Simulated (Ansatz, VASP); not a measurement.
Zr in VASP and in Ansatz

```
CELL_PARAMETERS angstrom
3.23200 0.00000 0.00000
-1.61600 2.79899 0.00000
0.00000 0.00000 5.14700
ATOMIC_POSITIONS crystal
Zr 0.66667 0.33333 0.75000
Zr 0.33333 0.66667 0.25000
```

Alike in both runs: task single point; functional PBE; k mesh 9 × 9 × 5; occupations gaussian, width 0.018 eV; no spin polarisation.

```csv
,VASP,Ansatz
version,VASP 6.6.1,Ansatz 0.2.0
potentials or method,"VASP PAW PBE potentials, release 64 (Zr_sv), cutoff 520 eV","all-electron LAPW, scalar-relativistic"
```

```csv
,VASP,Ansatz,Ansatz less VASP
gap on the k mesh at the Fermi level (eV),none,none,-
pressure (GPa),0.6,0.6,+0.01
"traceless stress, the component that is largest in VASP (GPa)",0.74,0.74,+0.001
```

A gap of «none» marks a metal or a gap that the smearing closes. Ansatz ran all-electron here, and VASP with PAW potentials.
